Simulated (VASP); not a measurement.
Set up this calculation in VASP 6.6.1, as the native input.

```yaml
Task: single point
Functional: r2SCAN
Potentials_or_basis: VASP PAW PBE potentials, release 64 (Na_pv, I)
Cutoff: 520 eV
k_mesh: 6 × 6 × 6
Occupations: gaussian, width 0.01 eV
Spin: no spin polarisation
Dipole_correction: no
Further_INCAR_settings: ALGO = Normal; EDIFF = 1e-06; NBANDS = 14
```

The system is NaI.

```
Na I
1.0
     4.04054    0.00000    0.00000
     0.00000    4.04054    0.00000
     0.00000    0.00000    4.04054
Na I
1 1
Direct
  0.00000 0.00000 0.00000
  0.50000 0.50000 0.50000
```

One way to write it, as run:

POSCAR

```
NaI
1.0
    4.0405366932      0.0000000000      0.0000000000
    0.0000000000      4.0405366932      0.0000000000
    0.0000000000      0.0000000000      4.0405366932
Na I
1 1
Direct
    0.0000000000      0.0000000000      0.0000000000
    0.5000000000      0.5000000000      0.5000000000
```

INCAR.step1

```
PREC = Accurate
ENCUT = 520
ISMEAR = 0
SIGMA = 0.01
LREAL = F
LASPH = T
NELM = 80
NBANDS = 14
GGA = PE
ALGO = Normal
EDIFF = 1E-4
LWAVE = T
LCHARG = F
```

INCAR.step2

```
PREC = Accurate
ENCUT = 520
EDIFF = 1E-6
ISMEAR = 0
SIGMA = 0.01
LREAL = F
LASPH = T
NELM = 80
ALGO = Normal
ISIF = 2
LWAVE = F
LCHARG = T
METAGGA = R2SCAN
LMIXTAU = T
LELF = T
LVHAR = T
NBANDS = 14
ISTART = 1
```

KPOINTS

```
regular mesh
0
Gamma
  6 6 6
```

Potentials or basis: VASP PAW PBE potentials, release 64 (Na_pv, I).

Run with:

```console
$ cat potpaw_PBE.64/Na_pv/POTCAR potpaw_PBE.64/I/POTCAR > POTCAR
$ cp INCAR.step1 INCAR
$ mpirun -np 1 vasp_std > vasp.out
$ cp INCAR.step2 INCAR
$ mpirun -np 1 vasp_std > vasp.out
```

Results of the run:

- Pressure: 0.0 GPa
- Band gap on the k mesh: 3.07 eV, indirect (least direct gap 3.36 eV)

Caveat: the PAW data sets were made with another functional, which shifts forces and pressure a little; spin-orbit coupling is left out, which moves the levels of the heavy elements.

Run time: 50 s on 1 thread of Intel(R) Xeon(R) Platinum 8488C (Sapphire Rapids) (shared host), peak memory 0.17 GiB.
